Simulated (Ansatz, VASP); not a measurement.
## Ti in VASP and in Ansatz

```
CELL_PARAMETERS angstrom
0.00000 2.18372 1.60350
2.18372 0.00000 1.60350
2.18372 2.18372 0.00000
ATOMIC_POSITIONS crystal
Ti 0.00000 0.00000 0.00000
```

Alike in both runs: task single point; functional PBE; k mesh 20 × 20 × 20; occupations gaussian, width 0.15 eV; no spin polarisation.

```csv
,VASP,Ansatz
version,VASP 6.6.1,Ansatz 0.2.0
potentials or method,"VASP PAW PBE potentials, release 64 (Ti_sv), cutoff 520 eV","scalar-relativistic, plane waves, PAW"
valence electrons in the cell,12,12
```

Ansatz gave:

* gap on the k mesh at the Fermi level (eV): none
* pressure (GPa): 15.7
* traceless stress, the component that is largest in VASP (GPa): 0.25

Problem. Which values does VASP return?

Solution. gap on the k mesh at the Fermi level (eV): none; pressure (GPa): 15.2; traceless stress, the component that is largest in VASP (GPa): 0.26.

A gap of «none» marks a metal or a gap that the smearing closes. The functional is the same, so the differences come from potentials, cutoffs and numerics.
